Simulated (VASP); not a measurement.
# KCl (Sylvite) (Fm-3m) in VASP: settings compared

KCl (Sylvite) is run at these levels: PBE, LDA; tasks: single point.

Everything below comes from runs of VASP 6.6.1. Logs are shortened: lines on timing, memory, paths and dates and some standing lists are left out, and cuts for length are marked.

## 1. The cell of the first run

It takes space group Fm-3m (No. 225, cubic). Conventional cell: a = 6.290 Å, b = 6.290 Å, c = 6.290 Å, α = 90.00°, β = 90.00°, γ = 90.00°. K (site symmetry m-3m) has 6 Cl at 3.14 Å within 4.1 Å. Cl (site symmetry m-3m) has 6 K at 3.14 Å within 4.1 Å.

## 2. Single point, PBE

File INCAR:

```
PREC     = Accurate       # precision mode
ENCUT    = 520            # plane-wave cutoff, eV
EDIFF    = 1E-7           # SCF threshold, eV
ISMEAR   = 0              # smearing method
SIGMA    = 0.01           # smearing width, eV
LREAL    = F              # projectors in reciprocal space
LASPH    = T              # aspherical terms in the spheres
NELM     = 80             # most SCF steps
ALGO     = Normal         # electronic algorithm
ISIF     = 2              # what is computed and relaxed
LWAVE    = F              # write WAVECAR
LCHARG   = F              # write CHGCAR
GGA      = PE             # functional
NBANDS   = 15             # bands
```

File KPOINTS:

```
regular mesh
0
Gamma
  4 4 4
```

File POSCAR:

```
KCl
1.0
    0.0000000000      3.1448471213      3.1448471213
    3.1448471213      0.0000000000      3.1448471213
    3.1448471213      3.1448471213      0.0000000000
K Cl
1 1
Direct
    0.0000000000      0.0000000000      0.0000000000
    0.5000000000      0.5000000000      0.5000000000
```

Potentials or basis: VASP PAW PBE potentials, release 64 (K_sv, Cl).

Launch:

```console
$ cat potpaw_PBE.64/K_sv/POTCAR potpaw_PBE.64/Cl/POTCAR > POTCAR
$ mpirun -np 1 vasp_std > vasp.out
```

OUTCAR:

```text
PREC = Accurate
   ENCUT = 520
   EDIFF = 1E-7
   ISMEAR = 0
   LREAL = F
   LASPH = T
   NELM = 80
   ISIF = 2
   GGA = PE

 ion  position               nearest neighbor table
   1  0.000  0.000  0.000-   2 3.14   2 3.14   2 3.14   2 3.14   2 3.14   2 3.14
   2  0.500  0.500  0.500-   1 3.14   1 3.14   1 3.14   1 3.14   1 3.14   1 3.14

  LATTYP: Found a face centered cubic cell.
 ALAT       =     6.2896942426

  Lattice vectors:

 A1 = (   0.0000000000,   3.1448471213,   3.1448471213)
 A2 = (   3.1448471213,   0.0000000000,   3.1448471213)
 A3 = (   3.1448471213,   3.1448471213,   0.0000000000)

Analysis of symmetry for initial positions (statically):
=====================================================================
 Subroutine PRICEL returns:
 Original cell was already a primitive cell.

 Routine SETGRP: Setting up the symmetry group for a
 face centered cubic supercell.

 Subroutine GETGRP returns: Found 48 space group operations
 (whereof 48 operations were pure point group operations)
 out of a pool of 48 trial point group operations.

The static configuration has the point symmetry O_h .

Analysis of symmetry for dynamics (positions and initial velocities):
=====================================================================
 Subroutine PRICEL returns:
 Original cell was already a primitive cell.

 Routine SETGRP: Setting up the symmetry group for a
 face centered cubic supercell.

 Subroutine GETGRP returns: Found 48 space group operations
 (whereof 48 operations were pure point group operations)
 out of a pool of 48 trial point group operations.

The dynamic configuration has the point symmetry O_h .

 Subroutine INISYM returns: Found 48 space group operations
 (whereof 48 operations are pure point group operations),
 and found     1 'primitive' translations

----------------------------------------------------------------------------------------

                                     Primitive cell

  volume of cell :      62.2055

  direct lattice vectors                    reciprocal lattice vectors
     0.000000000  3.144847121  3.144847121    -0.158990240  0.158990240  0.158990240
     3.144847121  0.000000000  3.144847121     0.158990240 -0.158990240  0.158990240
     3.144847121  3.144847121  0.000000000     0.158990240  0.158990240 -0.158990240

  length of vectors
     4.447485451  4.447485451  4.447485451     0.275379174  0.275379174  0.275379174

  position of ions in fractional coordinates (direct lattice)
     0.000000000  0.000000000  0.000000000
     0.500000000  0.500000000  0.500000000

  ion indices of the primitive-cell ions
   primitive index   ion index
                 1           1
                 2           2

----------------------------------------------------------------------------------------

 KPOINTS: regular mesh

Automatic generation of k-mesh.
 Grid dimensions read from file:
 generate k-points for:    4    4    4

 Generating k-lattice:

  Cartesian coordinates                     Fractional coordinates (reciprocal lattice)
    -0.039747560  0.039747560  0.039747560     0.250000000  0.000000000  0.000000000
     0.039747560 -0.039747560  0.039747560     0.000000000  0.250000000  0.000000000
     0.039747560  0.039747560 -0.039747560     0.000000000  0.000000000  0.250000000

  Length of vectors
     0.068844794  0.068844794  0.068844794

  Shift w.r.t. Gamma in fractional coordinates (k-lattice)
     0.000000000  0.000000000  0.000000000

 Subroutine IBZKPT returns following result:
 ===========================================

 Found      8 irreducible k-points:

 Following reciprocal coordinates:
            Coordinates               Weight
  0.000000  0.000000  0.000000      1.000000
  0.250000  0.000000  0.000000      8.000000
  0.500000  0.000000  0.000000      4.000000
  0.250000  0.250000  0.000000      6.000000
  0.500000  0.250000  0.000000     24.000000
 -0.250000  0.250000  0.000000     12.000000
  0.500000  0.500000  0.000000      3.000000
 -0.250000  0.500000  0.250000      6.000000
   k-points           NKPTS =      8   k-points in BZ     NKDIM =      8   number of bands    NBANDS=     15
   number of dos      NEDOS =    301   number of ions     NIONS =      2
   total plane-waves  NPLWV =  46656
   dimension x,y,z NGX =    36 NGY =   36 NGZ =   36
   dimension x,y,z NGXF=    72 NGYF=   72 NGZF=   72
   ions per type =               1   1
   NGX,Y,Z   is equivalent  to a cutoff of  13.46, 13.46, 13.46 a.u.
   NGXF,Y,Z  is equivalent  to a cutoff of  26.91, 26.91, 26.91 a.u.
 SYSTEM =  unknown system
   PREC   = accura    normal or accurate (medium, high low for compatibility)
   ISTART =      0    job   : 0-new  1-cont  2-samecut
   ICHARG =      2    charge: 1-file 2-atom 10-const
   ISPIN  =      1    spin polarized calculation?
   LNONCOLLINEAR =      F non collinear calculations
   LSORBIT =      F    spin-orbit coupling
   LASPH  =      T    aspherical Exc in radial PAW
   ENCUT  =  520.0 eV  38.22 Ry    6.18 a.u.   8.27  8.27  8.27*2*pi/ulx,y,z
   NELM   =     80;   NELMIN=  2; NELMDL= -5     # of ELM steps
   EDIFF  = 0.1E-06   stopping-criterion for ELM
   LREAL  =      F    real-space projection
   EDIFFG = 0.1E-05   stopping-criterion for IOM
   NSW    =      0    number of steps for IOM
   IBRION =     -1    ionic relax: 0-MD 1-quasi-New 2-CG
   NFREE  =      0    steps in history (QN), initial steepest desc. (CG)
   ISIF   =      2    stress and relaxation
   ISYM   =      2    0-nonsym 1-usesym 2-fastsym
   POTIM  = 0.5000    time-step for ionic-motion
   TEBEG  =    0.0;   TEEND  =   0.0 temperature during run
   PSTRESS=    0.0 pullay stress
   NELECT =      16.0000    total number of electrons
   NUPDOWN=      -1.0000    fix difference up-down
   EMIN   =  10.00;   EMAX   =-10.00  energy-range for DOS
   EFERMI =   0.00;   METHOD = LEGACY
   ISMEAR =     0;   SIGMA  =   0.01  broadening in eV -4-tet -1-fermi 0-gaus
   EFERMI_NEDOS =   21; number of points for ismear=-14 and -15
   IALGO  =     38    algorithm
   IMIX   =      4    mixing-type and parameters
     AMIX     =   0.40;   BMIX     =  1.00
     AMIX_MAG =   1.60;   BMIX_MAG =  1.00
  volume/ion in A,a.u.               =      31.10       209.89
  Fermi-wavevector in a.u.,A,eV,Ry     =   1.041131  1.967452 14.748080  1.083953
  Thomas-Fermi vector in A             =   2.175738
   LORBIT       =      0    0 simple, 1 ext, 2 COOP (PROOUT), +10 PAW based schemes
   GGA     = PE    functional components
   LHFCALC =     F    Hartree Fock is set to
   AEXX    =    0.0000 exact exchange contribution
   IVDW    =     0    specifies the selected vdW correction
   LEPSILON=     F    determine dielectric tensor
   LRPA    =     F    only Hartree local field effects (RPA)
 non-spin polarized calculation
 Gauss-broadening in eV      SIGMA  =   0.01
  energy-cutoff  :      520.00
  volume of cell :       62.21
 maximum number of plane-waves:      1700
 NGX is ok and might be reduce to    36
   NGX = 17   NGY = 17   NGZ = 17

 number of electron      16.0000001 magnetization

 Free energy of the ion-electron system (eV)
  ---------------------------------------------------
  ext. energy  EPLUGINS =         0.00000000
  ---------------------------------------------------
  free energy    TOTEN  =        -6.80320578 eV

  energy without entropy =       -6.80320578  energy(sigma->0) =       -6.80320578

 E-fermi :  -1.6980     XC(G=0):  -7.5452

 val. band max:       -1.8354938085   @ k =   0.0000   0.0000   0.0000
 cond. band min:       3.3566433321   @ k =   0.0000   0.0000   0.0000
 fundamental gap:      5.1921371405
 Fermi energy:        -1.6979828991

 k-point     1 :       0.0000    0.0000    0.0000
  band No.  band energies     occupation
      1     -29.0302      2.00000
      2     -13.9549      2.00000
      3     -12.4910      2.00000
      4     -12.4910      2.00000
      5     -12.4910      2.00000
      6      -1.8355      2.00000
      7      -1.8355      2.00000
      8      -1.8355      2.00000
      9       3.3566      0.00000
     10       6.5457      0.00000
     11       6.5457      0.00000
     12       6.5457      0.00000
     13       7.4232      0.00000
     14       7.4232      0.00000
     15      11.1530      0.00000

 k-point     2 :       0.2500    0.0000    0.0000
  band No.  band energies     occupation
      1     -29.0249      2.00000
      2     -14.0545      2.00000
      3     -12.4957      2.00000
      4     -12.4957      2.00000
      5     -12.3642      2.00000
      6      -2.4236      2.00000
      7      -2.0041      2.00000
      8      -2.0041      2.00000
      9       4.6156      0.00000
     10       6.3343      0.00000
     11       7.2986      0.00000
     12       7.2986      0.00000
     13       8.2234      0.00000
     14       8.2234      0.00000
     15      11.7895      0.00000

 k-point     3 :       0.5000    0.0000    0.0000
  band No.  band energies     occupation
      1     -29.0195      2.00000
      2     -14.1414      2.00000
      3     -12.5004      2.00000
      4     -12.5004      2.00000
      5     -12.2493      2.00000
      6      -2.8919      2.00000
      7      -2.1612      2.00000
      8      -2.1612      2.00000
      9       5.7612      0.00000
     10       6.7728      0.00000
     11       8.6979      0.00000
     12       8.6979      0.00000
     13       9.5811      0.00000
     14       9.5811      0.00000
     15      10.2125      0.00000
[... 55 lines left out ...]
 k-point     7 :       0.5000    0.5000    0.0000
  band No.  band energies     occupation
      1     -29.0164      2.00000
      2     -13.8543      2.00000
      3     -12.6336      2.00000
      4     -12.5470      2.00000
      5     -12.5470      2.00000
      6      -2.4939      2.00000
      7      -2.0593      2.00000
      8      -2.0593      2.00000
      9       4.6966      0.00000
     10       6.5202      0.00000
     11       8.2470      0.00000
     12       8.4062      0.00000
     13       8.7977      0.00000
     14       9.8592      0.00000
     15       9.8592      0.00000

 k-point     8 :      -0.2500    0.5000    0.2500
  band No.  band energies     occupation
      1     -29.0163      2.00000
      2     -13.9508      2.00000
      3     -12.5902      2.00000
      4     -12.5902      2.00000
      5     -12.4013      2.00000
      6      -2.3233      2.00000
      7      -2.3094      2.00000
      8      -2.3094      2.00000
      9       6.2056      0.00000
     10       6.2056      0.00000
     11       7.6392      0.00000
     12       8.0400      0.00000
     13       9.8849      0.00000
     14       9.9135      0.00000
     15      10.2391      0.00000

------------------------ aborting loop because EDIFF is reached ----------------------------------------

  FORCE on cell =-STRESS in cart. coord.  units (eV):
  Direction    XX          YY          ZZ          XY          YZ          ZX
  --------------------------------------------------------------------------------------
  -------------------------------------------------------------------------------------
  Total        0.3153236      0.3153236      0.3153236     -0.0000000     -0.0000000      0.0000000
  in kB        8.1215401      8.1215401      8.1215401     -0.0000000     -0.0000000      0.0000000
  external PRESSURE =       8.1215401 kB  Pullay stress =       0.0000000 kB

 VOLUME and BASIS-vectors are now :
 -----------------------------------------------------------------------------
  energy-cutoff  :      520.00
  volume of cell :       62.21
      direct lattice vectors                 reciprocal lattice vectors
     0.000000000  3.144847121  3.144847121    -0.158990240  0.158990240  0.158990240
     3.144847121  0.000000000  3.144847121     0.158990240 -0.158990240  0.158990240
     3.144847121  3.144847121  0.000000000     0.158990240  0.158990240 -0.158990240

 POSITION                                       TOTAL-FORCE (eV/Angst)
 -----------------------------------------------------------------------------------
      0.00000      0.00000      0.00000         0.000000      0.000000      0.000000
      3.14485      3.14485      3.14485        -0.000000     -0.000000     -0.000000
 -----------------------------------------------------------------------------------
    total drift:                                0.000000      0.000000      0.000000

  FREE ENERGIE OF THE ION-ELECTRON SYSTEM (eV)
  ---------------------------------------------------
  free  energy   TOTEN  =        -6.8032057758 eV

  energy  without entropy=       -6.8032057758  energy(sigma->0) =       -6.80320578
```

It took 25 s on 1 thread of AMD EPYC 7R13, shared host; peak memory 0.17 GiB.

What came out:

```
Free energy            : -6.8032 eV
Pressure               : 0.8 GPa
Band gap on the k mesh : 5.19 eV, direct
```

Caveat: the k points lie up to 0.43 Å⁻¹ apart.

## 3. Single point, PBE

File INCAR:

```
SYSTEM = KCl
PREC     = Accurate       ! precision mode
ENCUT    = 520            ! plane-wave cutoff, eV
EDIFF    = 1E-6           ! SCF threshold, eV
ISMEAR   = 0              ! smearing method
SIGMA    = 0.01           ! smearing width, eV
LREAL    = .FALSE.        ! projectors in reciprocal space
LASPH    = .TRUE.         ! aspherical terms in the spheres
NELM     = 100            ! most SCF steps
ALGO     = Normal         ! electronic algorithm
ISIF     = 2              ! what is computed and relaxed
LWAVE    = .FALSE.        ! write WAVECAR
LCHARG   = .FALSE.        ! write CHGCAR
GGA      = PE             ! functional
NBANDS   = 15             ! bands
```

File KPOINTS:

```
regular mesh
0
G
  4 4 4
  0 0 0
```

POSCAR is that of step 2.

Potentials or basis: VASP PAW PBE potentials, release 64 (K_sv, Cl).

Launch:

```console
$ cat potpaw_PBE.64/K_sv/POTCAR potpaw_PBE.64/Cl/POTCAR > POTCAR
$ mpirun -np 1 vasp_std > vasp.out
```

Run time: 22 s. Hardware: 1 thread of AMD EPYC 7R13, shared host; peak memory 0.17 GiB.

Results (log left out):

* Free energy: -6.8032 eV
* Pressure: 0.8 GPa
* Band gap on the k mesh: 5.19 eV, direct

Levels at points of the mesh, in eV from the valence-band top:
```csv
k point,band 4,band 5,band 6,band 7,band 8,band 9,band 10,band 11,band 12,band 13
"(0.00, 0.00, 0.00)",-10.66,-10.66,0.00,0.00,0.00,5.19,8.38,8.38,8.38,9.26
"(0.50, 0.00, 0.00)",-10.66,-10.41,-1.06,-0.33,-0.33,7.60,8.61,10.53,10.53,11.42
"(0.50, 0.50, 0.00)",-10.71,-10.71,-0.66,-0.22,-0.22,6.53,8.36,10.08,10.24,10.63
```

Caveat: the k points lie up to 0.43 Å⁻¹ apart.

[end of part 1 of 2]
